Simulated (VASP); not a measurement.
# KBr (Fm-3m) in VASP: a series of runs

Aim: see how the results for KBr move with the level of theory and the settings. Levels: BLYP, LDA, r2SCAN. Tasks: single point.

Program: VASP 6.6.1. These are calculated values, not measurements. Logs are shortened: lines on timing, memory, paths and dates and some standing lists are left out, and cuts for length are marked.

## 1. The cell of the first run

The structure is cubic, space group Fm-3m (No. 225). Conventional cell: a = 6.600 Å, b = 6.600 Å, c = 6.600 Å, α = 90.00°, β = 90.00°, γ = 90.00°. Within 4.3 Å of K (site symmetry m-3m) lie 6 Br at 3.30 Å. Br (site symmetry m-3m) has 6 K at 3.30 Å within 4.3 Å.

## 2. Single point, BLYP

Input file INCAR:

```
SYSTEM = KBr
AGGAC = 1.0 ; AGGAX = 1.0
ALDAC = 0.0 ; ALDAX = 1.0
ALGO = Normal ; EDIFF = 1E-6
ENCUT = 500 ; GGA = B5
GGA_COMPAT = .False. ; ISIF = 2
ISMEAR = 0 ; LASPH = .True.
LCHARG = .False. ; LREAL = .False.
LWAVE = .False. ; NBANDS = 15
NELM = 120 ; PREC = Accurate
SIGMA = 0.01
```

Input file KPOINTS:

```
k-points
0
Gamma
  5 5 5
  0 0 0
```

Input file POSCAR:

```
KBr
1.0
    0.0000000000      3.3000000000      3.3000000000
    3.3000000000      0.0000000000      3.3000000000
    3.3000000000      3.3000000000      0.0000000000
K Br
1 1
Direct
    0.0000000000      0.0000000000      0.0000000000
    0.5000000000      0.5000000000      0.5000000000
```

Potentials or basis: VASP PAW PBE potentials, release 64 (K_sv, Br).

The run is started by

```bash
$ cat potpaw_PBE.64/K_sv/POTCAR potpaw_PBE.64/Br/POTCAR > POTCAR
$ mpirun -np 1 vasp_std > vasp.out
```

OUTCAR:

```text
SYSTEM = KBr
   EDIFF = 1E-6
   ENCUT = 500
   GGA = B5
   ISIF = 2
   ISMEAR = 0
   LASPH = .True.
   LREAL = .False.
   NELM = 120
   PREC = Accurate

 ion  position               nearest neighbor table
   1  0.000  0.000  0.000-   2 3.30   2 3.30   2 3.30   2 3.30   2 3.30   2 3.30
   2  0.500  0.500  0.500-   1 3.30   1 3.30   1 3.30   1 3.30   1 3.30   1 3.30

  LATTYP: Found a face centered cubic cell.
 ALAT       =     6.6000000000

  Lattice vectors:

 A1 = (   0.0000000000,   3.3000000000,   3.3000000000)
 A2 = (   3.3000000000,   0.0000000000,   3.3000000000)
 A3 = (   3.3000000000,   3.3000000000,   0.0000000000)

Analysis of symmetry for initial positions (statically):
=====================================================================
 Subroutine PRICEL returns:
 Original cell was already a primitive cell.

 Routine SETGRP: Setting up the symmetry group for a
 face centered cubic supercell.

 Subroutine GETGRP returns: Found 48 space group operations
 (whereof 48 operations were pure point group operations)
 out of a pool of 48 trial point group operations.

The static configuration has the point symmetry O_h .

Analysis of symmetry for dynamics (positions and initial velocities):
=====================================================================
 Subroutine PRICEL returns:
 Original cell was already a primitive cell.

 Routine SETGRP: Setting up the symmetry group for a
 face centered cubic supercell.

 Subroutine GETGRP returns: Found 48 space group operations
 (whereof 48 operations were pure point group operations)
 out of a pool of 48 trial point group operations.

The dynamic configuration has the point symmetry O_h .

 Subroutine INISYM returns: Found 48 space group operations
 (whereof 48 operations are pure point group operations),
 and found     1 'primitive' translations

----------------------------------------------------------------------------------------

                                     Primitive cell

  volume of cell :      71.8740

  direct lattice vectors                    reciprocal lattice vectors
     0.000000000  3.300000000  3.300000000    -0.151515152  0.151515152  0.151515152
     3.300000000  0.000000000  3.300000000     0.151515152 -0.151515152  0.151515152
     3.300000000  3.300000000  0.000000000     0.151515152  0.151515152 -0.151515152

  length of vectors
     4.666904756  4.666904756  4.666904756     0.262431941  0.262431941  0.262431941

  position of ions in fractional coordinates (direct lattice)
     0.000000000  0.000000000  0.000000000
     0.500000000  0.500000000  0.500000000

  ion indices of the primitive-cell ions
   primitive index   ion index
                 1           1
                 2           2

----------------------------------------------------------------------------------------

 KPOINTS: k-points

Automatic generation of k-mesh.
 Grid dimensions read from file:
 generate k-points for:    5    5    5

 Generating k-lattice:

  Cartesian coordinates                     Fractional coordinates (reciprocal lattice)
    -0.030303030  0.030303030  0.030303030     0.200000000  0.000000000  0.000000000
     0.030303030 -0.030303030  0.030303030     0.000000000  0.200000000  0.000000000
     0.030303030  0.030303030 -0.030303030     0.000000000  0.000000000  0.200000000

  Length of vectors
     0.052486388  0.052486388  0.052486388

  Shift w.r.t. Gamma in fractional coordinates (k-lattice)
     0.000000000  0.000000000  0.000000000

 Subroutine IBZKPT returns following result:
 ===========================================

 Found     10 irreducible k-points:

 Following reciprocal coordinates:
            Coordinates               Weight
  0.000000  0.000000  0.000000      1.000000
  0.200000  0.000000  0.000000      8.000000
  0.400000  0.000000  0.000000      8.000000
  0.200000  0.200000  0.000000      6.000000
  0.400000  0.200000  0.000000     24.000000
 -0.400000  0.200000  0.000000     24.000000
 -0.200000  0.200000  0.000000     12.000000
  0.400000  0.400000  0.000000      6.000000
 -0.400000  0.400000  0.000000     12.000000
 -0.400000  0.400000  0.200000     24.000000
   k-points           NKPTS =     10   k-points in BZ     NKDIM =     10   number of bands    NBANDS=     15
   number of dos      NEDOS =    301   number of ions     NIONS =      2
   total plane-waves  NPLWV =  46656
   dimension x,y,z NGX =    36 NGY =   36 NGZ =   36
   dimension x,y,z NGXF=    72 NGYF=   72 NGZF=   72
   ions per type =               1   1
   NGX,Y,Z   is equivalent  to a cutoff of  12.82, 12.82, 12.82 a.u.
   NGXF,Y,Z  is equivalent  to a cutoff of  25.65, 25.65, 25.65 a.u.
 SYSTEM =  KBr
   PREC   = accura    normal or accurate (medium, high low for compatibility)
   ISTART =      0    job   : 0-new  1-cont  2-samecut
   ICHARG =      2    charge: 1-file 2-atom 10-const
   ISPIN  =      1    spin polarized calculation?
   LNONCOLLINEAR =      F non collinear calculations
   LSORBIT =      F    spin-orbit coupling
   LASPH  =      T    aspherical Exc in radial PAW
   ENCUT  =  500.0 eV  36.75 Ry    6.06 a.u.   8.51  8.51  8.51*2*pi/ulx,y,z
   NELM   =    120;   NELMIN=  2; NELMDL= -5     # of ELM steps
   EDIFF  = 0.1E-05   stopping-criterion for ELM
   LREAL  =      F    real-space projection
   EDIFFG = 0.1E-04   stopping-criterion for IOM
   NSW    =      0    number of steps for IOM
   IBRION =     -1    ionic relax: 0-MD 1-quasi-New 2-CG
   NFREE  =      0    steps in history (QN), initial steepest desc. (CG)
   ISIF   =      2    stress and relaxation
   ISYM   =      2    0-nonsym 1-usesym 2-fastsym
   POTIM  = 0.5000    time-step for ionic-motion
   TEBEG  =    0.0;   TEEND  =   0.0 temperature during run
   PSTRESS=    0.0 pullay stress
   NELECT =      16.0000    total number of electrons
   NUPDOWN=      -1.0000    fix difference up-down
   EMIN   =  10.00;   EMAX   =-10.00  energy-range for DOS
   EFERMI =   0.00;   METHOD = LEGACY
   ISMEAR =     0;   SIGMA  =   0.01  broadening in eV -4-tet -1-fermi 0-gaus
   EFERMI_NEDOS =   21; number of points for ismear=-14 and -15
   IALGO  =     38    algorithm
   IMIX   =      4    mixing-type and parameters
     AMIX     =   0.40;   BMIX     =  1.00
     AMIX_MAG =   1.60;   BMIX_MAG =  1.00
  volume/ion in A,a.u.               =      35.94       242.51
  Fermi-wavevector in a.u.,A,eV,Ry     =   0.992181  1.874950 13.393889  0.984423
  Thomas-Fermi vector in A             =   2.123975
   LORBIT       =      0    0 simple, 1 ext, 2 COOP (PROOUT), +10 PAW based schemes
   GGA     = B5    functional components
   LHFCALC =     F    Hartree Fock is set to
   AEXX    =    0.0000 exact exchange contribution
   IVDW    =     0    specifies the selected vdW correction
   LEPSILON=     F    determine dielectric tensor
   LRPA    =     F    only Hartree local field effects (RPA)
 non-spin polarized calculation
 Gauss-broadening in eV      SIGMA  =   0.01
  energy-cutoff  :      500.00
  volume of cell :       71.87
 maximum number of plane-waves:      1849
 NGX is ok and might be reduce to    36
   NGX = 17   NGY = 17   NGZ = 17

 number of electron      15.9999997 magnetization

 Free energy of the ion-electron system (eV)
  ---------------------------------------------------
  ext. energy  EPLUGINS =         0.00000000
  ---------------------------------------------------
  free energy    TOTEN  =        -5.80045737 eV

  energy without entropy =       -5.80045737  energy(sigma->0) =       -5.80045737

 E-fermi :  -1.3175     XC(G=0):  -7.0686

 val. band max:       -1.4385776034   @ k =   0.0000   0.0000   0.0000
 cond. band min:       3.0080458725   @ k =   0.0000   0.0000   0.0000
 fundamental gap:      4.4466234759
 Fermi energy:        -1.3175351005

 k-point     1 :       0.0000    0.0000    0.0000
  band No.  band energies     occupation
      1     -29.2333      2.00000
      2     -13.7415      2.00000
      3     -12.7860      2.00000
      4     -12.7860      2.00000
      5     -12.7860      2.00000
      6      -1.4386      2.00000
      7      -1.4386      2.00000
      8      -1.4386      2.00000
      9       3.0080      0.00000
     10       6.0960      0.00000
     11       6.0960      0.00000
     12       6.0960      0.00000
     13       6.9018      0.00000
     14       6.9018      0.00000
     15      10.3920      0.00000

 k-point     2 :       0.2000    0.0000    0.0000
  band No.  band energies     occupation
      1     -29.2314      2.00000
      2     -13.8186      2.00000
      3     -12.7879      2.00000
      4     -12.7879      2.00000
      5     -12.6848      2.00000
      6      -1.9256      2.00000
      7      -1.5612      2.00000
      8      -1.5612      2.00000
      9       3.9033      0.00000
     10       5.9975      0.00000
     11       6.5531      0.00000
     12       6.5531      0.00000
     13       7.4117      0.00000
     14       7.4117      0.00000
     15      11.1317      0.00000

 k-point     3 :       0.4000    0.0000    0.0000
  band No.  band energies     occupation
      1     -29.2282      2.00000
      2     -13.9206      2.00000
      3     -12.7910      2.00000
      4     -12.7910      2.00000
      5     -12.5428      2.00000
      6      -2.5265      2.00000
      7      -1.7449      2.00000
      8      -1.7449      2.00000
      9       5.0710      0.00000
     10       6.5752      0.00000
     11       7.7179      0.00000
     12       7.7179      0.00000
     13       8.5097      0.00000
     14       8.5097      0.00000
     15       9.5448      0.00000

 k-point     4 :       0.2000    0.2000    0.0000
  band No.  band energies     occupation
      1     -29.2308      2.00000
      2     -13.8002      2.00000
      3     -12.7982      2.00000
      4     -12.7982      2.00000
      5     -12.6926      2.00000
      6      -2.0069      2.00000
      7      -1.5552      2.00000
      8      -1.5552      2.00000
      9       4.0612      0.00000
     10       5.3402      0.00000
     11       7.0507      0.00000
     12       7.0507      0.00000
     13       7.1767      0.00000
     14       7.8456      0.00000
     15      10.9329      0.00000

 k-point     5 :       0.4000    0.2000    0.0000
  band No.  band energies     occupation
      1     -29.2280      2.00000
      2     -13.8322      2.00000
      3     -12.8065      2.00000
      4     -12.8040      2.00000
      5     -12.6453      2.00000
      6      -2.3146      2.00000
      7      -1.7751      2.00000
      8      -1.6948      2.00000
      9       5.0793      0.00000
     10       5.5459      0.00000
     11       7.8034      0.00000
     12       7.8724      0.00000
     13       8.1118      0.00000
     14       8.1830      0.00000
     15       9.4844      0.00000

 k-point     6 :      -0.4000    0.2000    0.0000
  band No.  band energies     occupation
      1     -29.2270      2.00000
      2     -13.8656      2.00000
      3     -12.8217      2.00000
      4     -12.7973      2.00000
      5     -12.5923      2.00000
      6      -2.4279      2.00000
      7      -1.8970      2.00000
      8      -1.7831      2.00000
      9       5.5674      0.00000
     10       6.5107      0.00000
     11       7.3935      0.00000
     12       8.0160      0.00000
     13       8.0372      0.00000
     14       9.1829      0.00000
     15       9.5089      0.00000

 k-point     7 :      -0.2000    0.2000    0.0000
  band No.  band energies     occupation
      1     -29.2290      2.00000
      2     -13.8588      2.00000
      3     -12.8126      2.00000
      4     -12.7874      2.00000
      5     -12.6126      2.00000
      6      -2.2616      2.00000
      7      -1.7113      2.00000
      8      -1.7049      2.00000
      9       4.8946      0.00000
     10       5.8704      0.00000
     11       6.9626      0.00000
     12       7.4470      0.00000
     13       7.8173      0.00000
     14       8.4746      0.00000
     15       9.7483      0.00000

 k-point     8 :       0.4000    0.4000    0.0000
  band No.  band energies     occupation
      1     -29.2267      2.00000
      2     -13.6971      2.00000
      3     -12.8183      2.00000
      4     -12.8183      2.00000
      5     -12.8115      2.00000
      6      -2.2604      2.00000
      7      -1.7023      2.00000
      8      -1.7023      2.00000
      9       4.5514      0.00000
     10       5.4734      0.00000
     11       7.7112      0.00000
     12       7.9435      0.00000
     13       8.8208      0.00000
     14       8.9332      0.00000
     15       8.9332      0.00000

 k-point     9 :      -0.4000    0.4000    0.0000
  band No.  band energies     occupation
      1     -29.2260      2.00000
      2     -13.7223      2.00000
      3     -12.8655      2.00000
      4     -12.8142      2.00000
      5     -12.7368      2.00000
      6      -2.1673      2.00000
      7      -1.9759      2.00000
      8      -1.7571      2.00000
      9       4.9401      0.00000
     10       6.3304      0.00000
     11       7.3460      0.00000
     12       7.7760      0.00000
     13       8.2229      0.00000
     14       8.8194      0.00000
     15       9.7959      0.00000

 k-point    10 :      -0.4000    0.4000    0.2000
  band No.  band energies     occupation
      1     -29.2264      2.00000
      2     -13.7809      2.00000
      3     -12.8362      2.00000
      4     -12.8284      2.00000
      5     -12.6698      2.00000
      6      -2.2274      2.00000
      7      -1.9095      2.00000
      8      -1.8592      2.00000
      9       5.5480      0.00000
     10       6.1385      0.00000
     11       6.9046      0.00000
     12       7.8915      0.00000
     13       8.7027      0.00000
     14       8.7762      0.00000
     15       9.6405      0.00000

------------------------ aborting loop because EDIFF is reached ----------------------------------------

  FORCE on cell =-STRESS in cart. coord.  units (eV):
  Direction    XX          YY          ZZ          XY          YZ          ZX
  --------------------------------------------------------------------------------------
  -------------------------------------------------------------------------------------
  Total        0.6805688      0.6805688      0.6805688      0.0000000     -0.0000000      0.0000000
  in kB       15.1708802     15.1708802     15.1708802      0.0000000     -0.0000000      0.0000000
  external PRESSURE =      15.1708802 kB  Pullay stress =       0.0000000 kB

 VOLUME and BASIS-vectors are now :
 -----------------------------------------------------------------------------
  energy-cutoff  :      500.00
  volume of cell :       71.87
      direct lattice vectors                 reciprocal lattice vectors
     0.000000000  3.300000000  3.300000000    -0.151515152  0.151515152  0.151515152
     3.300000000  0.000000000  3.300000000     0.151515152 -0.151515152  0.151515152
     3.300000000  3.300000000  0.000000000     0.151515152  0.151515152 -0.151515152

 POSITION                                       TOTAL-FORCE (eV/Angst)
 -----------------------------------------------------------------------------------
      0.00000      0.00000      0.00000        -0.000000     -0.000000     -0.000000
      3.30000      3.30000      3.30000         0.000000      0.000000      0.000000
 -----------------------------------------------------------------------------------
    total drift:                                0.000000      0.000000      0.000000

  FREE ENERGIE OF THE ION-ELECTRON SYSTEM (eV)
  ---------------------------------------------------
  free  energy   TOTEN  =        -5.8004573734 eV

  energy  without entropy=       -5.8004573734  energy(sigma->0) =       -5.80045737
```

It took 32 s on 1 thread of Intel Xeon 8259CL, shared host; peak memory 0.2 GiB.

Results:

| Item | Value |
| --- | --- |
| Free energy | -5.8005 eV |
| Pressure | 1.5 GPa |
| Band gap on the k mesh | 4.45 eV, direct |

Levels at points of the mesh, in eV from the valence-band top:
| k point | band 4 | band 5 | band 6 | band 7 | band 8 | band 9 | band 10 | band 11 | band 12 | band 13 |
| --- | --- | --- | --- | --- | --- | --- | --- | --- | --- | --- |
| (0.00, 0.00, 0.00) | -11.35 | -11.35 | 0.00 | 0.00 | 0.00 | 4.45 | 7.53 | 7.53 | 7.53 | 8.34 |

Caveat: the PAW data sets were made with another functional, which shifts forces and pressure a little.

## 3. Single point, LDA

Input file INCAR:

```
PREC = Accurate ; ENCUT = 500
EDIFF = 1E-6 ; ISMEAR = 0
SIGMA = 0.01 ; LREAL = F
LASPH = T ; NELM = 120
ALGO = Normal ; ISIF = 2
LWAVE = F ; LCHARG = F
GGA = CA ; NBANDS = 15
GGA_COMPAT = F
```

Input file KPOINTS:

```
regular mesh
0
Gamma
  5 5 5
```

POSCAR is that of step 2.

Potentials or basis: VASP PAW LDA potentials, release 64 (K_sv, Br).

The run is started by

```bash
$ cat potpaw_LDA.64/K_sv/POTCAR potpaw_LDA.64/Br/POTCAR > POTCAR
$ mpirun -np 1 vasp_std > vasp.out
```

Run time: 18 s. Hardware: 1 thread of Intel Xeon 8259CL, shared host; peak memory 0.17 GiB.

It converged, with:

| Item | Value |
| --- | --- |
| Free energy | -6.7972 eV |
| Pressure | -1.6 GPa |
| Band gap on the k mesh | 4.04 eV, direct |

Levels at points of the mesh, in eV from the valence-band top:
| k point | band 4 | band 5 | band 6 | band 7 | band 8 | band 9 | band 10 | band 11 | band 12 | band 13 |
| --- | --- | --- | --- | --- | --- | --- | --- | --- | --- | --- |
| (0.00, 0.00, 0.00) | -11.12 | -11.12 | 0.00 | 0.00 | 0.00 | 4.04 | 7.35 | 7.35 | 7.35 | 8.22 |

## 4. Single point, r2SCAN

POSCAR is that of step 3.

Input file INCAR.step1:

```
PREC     = Accurate       # precision mode
ENCUT    = 550            # plane-wave cutoff, eV
ISMEAR   = 0              # smearing method
SIGMA    = 0.01           # smearing width, eV
LREAL    = F              # projectors in reciprocal space
LASPH    = T              # aspherical terms in the spheres
NELM     = 120            # most SCF steps
NBANDS   = 15             # bands
GGA      = PE             # functional
ALGO     = Normal         # electronic algorithm
EDIFF    = 1E-5           # SCF threshold, eV
LWAVE    = T              # write WAVECAR
LCHARG   = F              # write CHGCAR
GGA_COMPAT= F
```

Input file INCAR.step2:

```
PREC     = Accurate       # precision mode
ENCUT    = 550            # plane-wave cutoff, eV
EDIFF    = 1E-6           # SCF threshold, eV
ISMEAR   = 0              # smearing method
SIGMA    = 0.01           # smearing width, eV
LREAL    = F              # projectors in reciprocal space
LASPH    = T              # aspherical terms in the spheres
NELM     = 120            # most SCF steps
ALGO     = Normal         # electronic algorithm
ISIF     = 2              # what is computed and relaxed
LWAVE    = F              # write WAVECAR
LCHARG   = F              # write CHGCAR
METAGGA  = R2SCAN         # meta-GGA
LMIXTAU  = T            
NBANDS   = 15             # bands
ISTART   = 1            
GGA_COMPAT= F
```

Input file KPOINTS:

```
Automatic mesh
0
Gamma
  5 5 5
```

Potentials or basis: VASP PAW PBE potentials, release 64 (K_sv, Br).

The run is started by

```bash
$ cat potpaw_PBE.64/K_sv/POTCAR potpaw_PBE.64/Br/POTCAR > POTCAR
$ cp INCAR.step1 INCAR
$ mpirun -np 1 vasp_std > vasp.out
$ cp INCAR.step2 INCAR
$ mpirun -np 1 vasp_std > vasp.out
```

It took 1.8 min on 1 thread of Intel Xeon 8259CL, shared host; peak memory 0.22 GiB.

It converged, with:

```
Free energy            : -23.2490 eV
Pressure               : 0.1 GPa
Band gap on the k mesh : 5.08 eV, direct
```

Levels at points of the mesh, in eV from the valence-band top:
```
           k point  band 4  band 5  band 6  band 7  band 8  band 9  band 10  band 11  band 12  band 13
(0.00, 0.00, 0.00)  -11.59  -11.59    0.00    0.00    0.00    5.08     8.24     8.24     8.24     9.22
```

Caveat: the PAW data sets were made with another functional, which shifts forces and pressure a little.

## 5. Overview

```csv
level,potentials or basis,cutoff (eV),gap on the mesh (eV),pressure (GPa)
BLYP,"VASP PAW PBE potentials, release 64 (K_sv, Br)",500,4.45,1.5
LDA,"VASP PAW LDA potentials, release 64 (K_sv, Br)",500,4.04,-1.6
r2SCAN,"VASP PAW PBE potentials, release 64 (K_sv, Br)",550,5.08,0.1
```

Alike in all rows: task single point; no spin polarisation; cell as given; k mesh 5 × 5 × 5; smearing gaussian 0.01 eV.

Caveats: the PAW data sets were made with another functional, which shifts forces and pressure a little (some runs).

Absolute energies hang on the potentials; compare differences alone.
